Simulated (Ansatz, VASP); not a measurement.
# One calculation of PbO2, two programs

```xyz
3
Lattice="3.4156 0.0000 0.0000 -1.7078 2.9580 0.0000 0.0000 0.0000 5.3149" Properties=species:S:1:pos:R:3 pbc="T T T"
Pb    0.0000    0.0000    0.0000
O     0.0000    1.9720    1.0611
O     1.7078    0.9860    4.2538
```

Alike in both runs: functional PBE; k mesh 14 × 14 × 8; occupations fermi-dirac, width 0.05 eV; no spin polarisation.

Ansatz relaxed the structure, and its values are those at the end. VASP's run is a single point on that final structure, the one shown.

```csv
,VASP,Ansatz
version,VASP 6.6.1,Ansatz 0.2.0
potentials or method,"VASP PAW PBE potentials, release 64 (Pb_d, O)","PAW with Ansatz's default frozen-core files, scalar-relativistic"
plane-wave cutoff (eV),520,420
valence electrons in the cell,26,26
```

|  | VASP | Ansatz | Ansatz less VASP |
| --- | --- | --- | --- |
| pressure (GPa) | 0.2 | 0.0 | -0.21 |
| rms of the force components (eV/Å) | 0.016 | 0.000 | -0.0160 |

The functional is the same, so the differences come from potentials, cutoffs and numerics.

Neither program's run includes spin-orbit coupling.
